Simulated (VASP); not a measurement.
# SrTiO3 (Pm-3m) in VASP: single point with r2SCAN

Aim: the single point of SrTiO3 with r2SCAN.

Program: VASP 6.6.1. These are calculated values, not measurements. Logs are shortened: lines on timing, memory, paths and dates and some standing lists are left out, and cuts for length are marked.

## (1) The cell of the first run

The structure is cubic, space group Pm-3m (No. 221). Conventional cell: a = 3.857 Å, b = 3.857 Å, c = 3.857 Å, α = 90.00°, β = 90.00°, γ = 90.00°. Sr (site symmetry m-3m) has 12 O at 2.73 Å and 8 Ti at 3.34 Å within 3.6 Å. Ti (site symmetry m-3m) has 6 O at 1.93 Å within 2.6 Å. Within 2.6 Å of O (site symmetry 4/mmm) lie 2 Ti at 1.93 Å. O (site symmetry 4/mmm) has 2 Ti at 1.93 Å within 2.6 Å.

## (2) Single point, r2SCAN

POSCAR

```
SrTiO3
1.0
    3.8573695400      0.0000000000      0.0000000000
    0.0000000000      7.7147390900      0.0000000000
    0.0000000000      0.0000000000      3.8573695400
Sr Ti O
2 2 6
Direct
    0.0000000000      0.0000000000      0.0000000000
    0.0000000000      0.5000000000      0.0000000000
    0.5000000000      0.2500000000      0.5000000000
    0.5000000000      0.7500000000      0.5000000000
    0.0000000000      0.2500000000      0.5000000000
    0.0000000000      0.7500000000      0.5000000000
    0.5000000000      0.0000000000      0.5000000000
    0.5000000000      0.5000000000      0.5000000000
    0.5000000000      0.2500000000      0.0000000000
    0.5000000000      0.7500000000      0.0000000000
```

INCAR.step1

```
SYSTEM = SrTiO3
PREC = Accurate ; ENCUT = 520
ISMEAR = -1 ; SIGMA = 0.1257
LREAL = .FALSE. ; LASPH = .TRUE.
NELM = 80 ; NBANDS = 51
GGA = PE ; ALGO = Normal
EDIFF = 1E-4 ; LWAVE = .TRUE.
LCHARG = .FALSE.
```

INCAR.step2

```
SYSTEM = SrTiO3
PREC = Accurate ; ENCUT = 520
EDIFF = 1E-7 ; ISMEAR = -1
SIGMA = 0.1257 ; LREAL = .FALSE.
LASPH = .TRUE. ; NELM = 80
ALGO = Normal ; ISIF = 2
LWAVE = .FALSE. ; LCHARG = .TRUE.
METAGGA = R2SCAN ; LMIXTAU = .TRUE.
LELF = .TRUE. ; LVHAR = .TRUE.
NBANDS = 51 ; ISTART = 1
```

KPOINTS

```
regular mesh
0
G
  7 4 7
  0 0 0
```

Potentials or basis: VASP PAW PBE potentials, release 64 (Sr_sv, Ti_sv, O).

Run with:

```sh
> cat potpaw_PBE.64/Sr_sv/POTCAR potpaw_PBE.64/Ti_sv/POTCAR potpaw_PBE.64/O/POTCAR > POTCAR
> cp INCAR.step1 INCAR
> mpirun -np 1 vasp_std > vasp.out
> cp INCAR.step2 INCAR
> mpirun -np 1 vasp_std > vasp.out
```

OUTCAR:

```text
SYSTEM = SrTiO3
   PREC = Accurate
   ENCUT = 520
   EDIFF = 1E-7
   ISMEAR = -1
   LREAL = .FALSE.
   LASPH = .TRUE.
   NELM = 80
   ISIF = 2
   METAGGA = R2SCAN
   ISTART = 1

 ion  position               nearest neighbor table
   1  0.000  0.000  0.000-   7 2.73   7 2.73   7 2.73   7 2.73  10 2.73   5 2.73   6 2.73   6 2.73
                             5 2.73   9 2.73  10 2.73   9 2.73   3 3.34   4 3.34   4 3.34   4 3.34
   2  0.000  0.500  0.000-   8 2.73   8 2.73   8 2.73   8 2.73  10 2.73   5 2.73   6 2.73   6 2.73
                             5 2.73   9 2.73  10 2.73   9 2.73   3 3.34   4 3.34   4 3.34   4 3.34
   3  0.500  0.250  0.500-   5 1.93   9 1.93   9 1.93   5 1.93   8 1.93   7 1.93   1 3.34   2 3.34
                             1 3.34   1 3.34   2 3.34   2 3.34   1 3.34   2 3.34
   4  0.500  0.750  0.500-   6 1.93  10 1.93  10 1.93   6 1.93   8 1.93   7 1.93   1 3.34   2 3.34
                             1 3.34   1 3.34   2 3.34   2 3.34   1 3.34   2 3.34
   5  0.000  0.250  0.500-   3 1.93   3 1.93   1 2.73   1 2.73   2 2.73   2 2.73
   6  0.000  0.750  0.500-   4 1.93   4 1.93   1 2.73   1 2.73   2 2.73   2 2.73
   7  0.500  0.000  0.500-   3 1.93   4 1.93   1 2.73   1 2.73   1 2.73   1 2.73
   8  0.500  0.500  0.500-   3 1.93   4 1.93   2 2.73   2 2.73   2 2.73   2 2.73
   9  0.500  0.250  0.000-   3 1.93   3 1.93   1 2.73   2 2.73   1 2.73   2 2.73
  10  0.500  0.750  0.000-   4 1.93   4 1.93   1 2.73   2 2.73   1 2.73   2 2.73

  LATTYP: Found a simple tetragonal cell.
 ALAT       =     3.8573695400
 C/A-ratio  =     2.0000000026

  Lattice vectors:

 A1 = (  -3.8573695400,   0.0000000000,   0.0000000000)
 A2 = (   0.0000000000,   0.0000000000,   3.8573695400)
 A3 = (   0.0000000000,   7.7147390900,   0.0000000000)

Analysis of symmetry for initial positions (statically):
=====================================================================
 Subroutine PRICEL returns following result:

  LATTYP: Found a simple cubic cell.
 ALAT       =     3.8573695400

  Lattice vectors:

 A1 = (   3.8573695400,   0.0000000000,   0.0000000000)
 A2 = (   0.0000000000,   3.8573695450,   0.0000000000)
 A3 = (   0.0000000000,   0.0000000000,   3.8573695400)

   2 primitive cells build up your supercell.

 Routine SETGRP: Setting up the symmetry group for a
 simple tetragonal supercell.

 Subroutine GETGRP returns: Found 16 space group operations
 (whereof 16 operations were pure point group operations)
 out of a pool of 16 trial point group operations.

The static configuration has the point symmetry D_4h.

Analysis of symmetry for dynamics (positions and initial velocities):
=====================================================================
 Subroutine PRICEL returns following result:

  LATTYP: Found a simple cubic cell.
 ALAT       =     3.8573695400

  Lattice vectors:

 A1 = (   3.8573695400,   0.0000000000,   0.0000000000)
 A2 = (   0.0000000000,   3.8573695450,   0.0000000000)
 A3 = (   0.0000000000,   0.0000000000,   3.8573695400)

   2 primitive cells build up your supercell.

 Routine SETGRP: Setting up the symmetry group for a
 simple tetragonal supercell.

 Subroutine GETGRP returns: Found 16 space group operations
 (whereof 16 operations were pure point group operations)
 out of a pool of 16 trial point group operations.

The dynamic configuration has the point symmetry D_4h.

 Subroutine INISYM returns: Found 16 space group operations
 (whereof 16 operations are pure point group operations),
 and found     2 'primitive' translations

----------------------------------------------------------------------------------------

                                     Primitive cell

  volume of cell :      57.3950

  direct lattice vectors                    reciprocal lattice vectors
     3.857369540  0.000000000  0.000000000     0.259244024  0.000000000  0.000000000
     0.000000000  3.857369545  0.000000000     0.000000000  0.259244023  0.000000000
     0.000000000  0.000000000  3.857369540     0.000000000  0.000000000  0.259244024

  length of vectors
     3.857369540  3.857369545  3.857369540     0.259244024  0.259244023  0.259244024

  position of ions in fractional coordinates (direct lattice)
     0.000000000  0.000000000  0.000000000
     0.500000000  0.500000000  0.500000000
     0.000000000  0.500000000  0.500000000
     0.500000000  0.000000000  0.500000000
     0.500000000  0.500000000  0.000000000

  ion indices of the primitive-cell ions
   primitive index   ion index
                 1           1
                 2           3
                 3           5
                 4           7
                 5           9

----------------------------------------------------------------------------------------

 KPOINTS: regular mesh

Automatic generation of k-mesh.
 Grid dimensions read from file:
 generate k-points for:    7    4    7

 Generating k-lattice:

  Cartesian coordinates                     Fractional coordinates (reciprocal lattice)
     0.037034861  0.000000000  0.000000000     0.142857143  0.000000000  0.000000000
     0.000000000  0.032405503  0.000000000     0.000000000  0.250000000  0.000000000
     0.000000000  0.000000000  0.037034861     0.000000000  0.000000000  0.142857143

  Length of vectors
     0.037034861  0.032405503  0.037034861

  Shift w.r.t. Gamma in fractional coordinates (k-lattice)
     0.000000000  0.000000000  0.000000000

 Subroutine IBZKPT returns following result:
 ===========================================

 Found     30 irreducible k-points:

 Following reciprocal coordinates:
            Coordinates               Weight
  0.000000  0.000000  0.000000      1.000000
  0.142857  0.000000  0.000000      4.000000
  0.285714  0.000000  0.000000      4.000000
  0.428571  0.000000  0.000000      4.000000
  0.000000  0.250000  0.000000      2.000000
  0.142857  0.250000  0.000000      8.000000
[... 16 lines left out ...]
  0.428571  0.000000  0.285714      8.000000
  0.285714  0.250000  0.285714      8.000000
 [... further k-points ...]
   k-points           NKPTS =     30   k-points in BZ     NKDIM =     30   number of bands    NBANDS=     51
   number of dos      NEDOS =    301   number of ions     NIONS =     10
   total plane-waves  NPLWV =  54000
   dimension x,y,z NGX =    30 NGY =   60 NGZ =   30
   dimension x,y,z NGXF=    60 NGYF=  120 NGZF=   60
   ions per type =               2   2   6
   NGX,Y,Z   is equivalent  to a cutoff of  12.93, 12.93, 12.93 a.u.
   NGXF,Y,Z  is equivalent  to a cutoff of  25.86, 25.86, 25.86 a.u.
 SYSTEM =  SrTiO3
   PREC   = accura    normal or accurate (medium, high low for compatibility)
   ISTART =      1    job   : 0-new  1-cont  2-samecut
   ICHARG =      0    charge: 1-file 2-atom 10-const
   ISPIN  =      1    spin polarized calculation?
   LNONCOLLINEAR =      F non collinear calculations
   LSORBIT =      F    spin-orbit coupling
   LASPH  =      T    aspherical Exc in radial PAW
   ENCUT  =  520.0 eV  38.22 Ry    6.18 a.u.   7.17 14.34  7.17*2*pi/ulx,y,z
   NELM   =     80;   NELMIN=  2; NELMDL=  0     # of ELM steps
   EDIFF  = 0.1E-06   stopping-criterion for ELM
   LREAL  =      F    real-space projection
   EDIFFG = 0.1E-05   stopping-criterion for IOM
   NSW    =      0    number of steps for IOM
   IBRION =     -1    ionic relax: 0-MD 1-quasi-New 2-CG
   NFREE  =      0    steps in history (QN), initial steepest desc. (CG)
   ISIF   =      2    stress and relaxation
   ISYM   =      2    0-nonsym 1-usesym 2-fastsym
   POTIM  = 0.5000    time-step for ionic-motion
   TEBEG  =    0.0;   TEEND  =   0.0 temperature during run
   PSTRESS=    0.0 pullay stress
   NELECT =      80.0000    total number of electrons
   NUPDOWN=      -1.0000    fix difference up-down
   EMIN   =  10.00;   EMAX   =-10.00  energy-range for DOS
   EFERMI =   0.00;   METHOD = LEGACY
   ISMEAR =    -1;   SIGMA  =   0.13  broadening in eV -4-tet -1-fermi 0-gaus
   EFERMI_NEDOS =   21; number of points for ismear=-14 and -15
   IALGO  =     38    algorithm
   IMIX   =      4    mixing-type and parameters
     AMIX     =   0.40;   BMIX     =  1.00
     AMIX_MAG =   1.60;   BMIX_MAG =  1.00
  volume/ion in A,a.u.               =      11.48        77.46
  Fermi-wavevector in a.u.,A,eV,Ry     =   1.451455  2.742852 28.663688  2.106722
  Thomas-Fermi vector in A             =   2.568950
   LORBIT       =      0    0 simple, 1 ext, 2 COOP (PROOUT), +10 PAW based schemes
   METAGGA = R2SCAN    functional components
   LHFCALC =     F    Hartree Fock is set to
   AEXX    =    0.0000 exact exchange contribution
   IVDW    =     0    specifies the selected vdW correction
   LEPSILON=     F    determine dielectric tensor
   LRPA    =     F    only Hartree local field effects (RPA)
 non-spin polarized calculation
  energy-cutoff  :      520.00
  volume of cell :      114.79
 maximum number of plane-waves:      3106
 NGX is ok and might be reduce to    30
   NGX = 15   NGY = 29   NGZ = 15

 number of electron      80.0000056 magnetization

 Free energy of the ion-electron system (eV)
  ---------------------------------------------------
  ext. energy  EPLUGINS =         0.00000000
  ---------------------------------------------------
  free energy    TOTEN  =      -126.51844450 eV

  energy without entropy =     -126.51838751  energy(sigma->0) =     -126.51841600

 E-fermi :   5.3885     XC(G=0): -12.1470

 val. band max:        4.1157730724   @ k =   0.4286   0.0000   0.4286
 cond. band min:       6.5124390070   @ k =   0.0000   0.0000   0.0000
 fundamental gap:      2.3966659346
 Fermi energy:         5.3885171313

 k-point     1 :       0.0000    0.0000    0.0000
  band No.  band energies     occupation
      1     -54.3453      2.00000
      2     -54.3432      2.00000
      3     -29.7601      2.00000
      4     -29.6025      2.00000
      5     -29.5705      2.00000
      6     -29.5705      2.00000
[... 43 lines left out ...]
     50      10.1735      0.00000
     51      10.1735      0.00000

 k-point     2 :       0.1429    0.0000    0.0000
  band No.  band energies     occupation
      1     -54.3449      2.00000
      2     -54.3429      2.00000
      3     -29.7462      2.00000
      4     -29.6512      2.00000
      5     -29.5852      2.00000
      6     -29.5698      2.00000
[... 43 lines left out ...]
     50      10.5302      0.00000
     51      10.5465      0.00000

 k-point     3 :       0.2857    0.0000    0.0000
  band No.  band energies     occupation
      1     -54.3440      2.00000
      2     -54.3420      2.00000
      3     -29.7135      2.00000
      4     -29.7100      2.00000
      5     -29.6261      2.00000
      6     -29.5683      2.00000
[... 43 lines left out ...]
     50      11.3921      0.00000
     51      11.4352      0.00000
[... 1027 lines left out ...]
 k-point    23 :       0.4286    0.0000    0.2857
  band No.  band energies     occupation
      1     -54.3421      2.00000
      2     -54.3400      2.00000
      3     -29.7066      2.00000
      4     -29.6633      2.00000
      5     -29.6557      2.00000
      6     -29.6282      2.00000
[... 43 lines left out ...]
     50      12.6503      0.00000
     51      12.7018      0.00000

 k-point    24 :       0.2857    0.2500    0.2857
  band No.  band energies     occupation
      1     -54.3425      2.00000
      2     -54.3410      2.00000
      3     -29.6881      2.00000
      4     -29.6721      2.00000
      5     -29.6302      2.00000
      6     -29.6267      2.00000
[... 43 lines left out ...]
     50      12.2800      0.00000
     51      12.4243      0.00000

 [... further k-points ...]
[... 5 lines left out ...]
  --------------------------------------------------------------------------------------
  -------------------------------------------------------------------------------------
  Total        6.3995324      6.3981922      6.3995324     -0.0000000     -0.0000000      0.0000000
  in kB       89.3213112     89.3026057     89.3213112     -0.0000000     -0.0000000      0.0000000
  external PRESSURE =      89.3150760 kB  Pullay stress =       0.0000000 kB

 VOLUME and BASIS-vectors are now :
 -----------------------------------------------------------------------------
  energy-cutoff  :      520.00
  volume of cell :      114.79
      direct lattice vectors                 reciprocal lattice vectors
     3.857369540  0.000000000  0.000000000     0.259244024  0.000000000  0.000000000
     0.000000000  7.714739090  0.000000000     0.000000000  0.129622012  0.000000000
     0.000000000  0.000000000  3.857369540     0.000000000  0.000000000  0.259244024

 POSITION                                       TOTAL-FORCE (eV/Angst)
 -----------------------------------------------------------------------------------
      0.00000      0.00000      0.00000         0.000000      0.000000      0.000000
      0.00000      3.85737      0.00000         0.000000      0.000000      0.000000
      1.92868      1.92868      1.92868        -0.000000      0.000000     -0.000000
      1.92868      5.78605      1.92868         0.000000      0.000000     -0.000000
      0.00000      1.92868      1.92868         0.000000      0.000000      0.000000
      0.00000      5.78605      1.92868        -0.000000      0.000000      0.000000
      1.92868      0.00000      1.92868        -0.000000      0.000000     -0.000000
      1.92868      3.85737      1.92868        -0.000000     -0.000000     -0.000000
      1.92868      1.92868      0.00000         0.000000     -0.000000     -0.000000
      1.92868      5.78605      0.00000         0.000000     -0.000000     -0.000000
 -----------------------------------------------------------------------------------
    total drift:                                0.000000      0.000000     -0.000000

  FREE ENERGIE OF THE ION-ELECTRON SYSTEM (eV)
  ---------------------------------------------------
  free  energy   TOTEN  =      -126.5184444951 eV

  energy  without entropy=     -126.5183875065  energy(sigma->0) =     -126.51841600
```

Run time: 19 min. Hardware: 1 thread of Oxide Virtual Turin-like, shared host; peak memory 0.3 GiB.

Results:

* Free energy: -126.5184 eV
* Pressure: 8.9 GPa
* Band gap on the k mesh: 2.40 eV

Caveat: the cell stands under pressure; the PAW data sets were made with another functional, which shifts forces and pressure a little. r2SCAN opens gaps a little over a GGA but as a rule still falls short of measured ones.
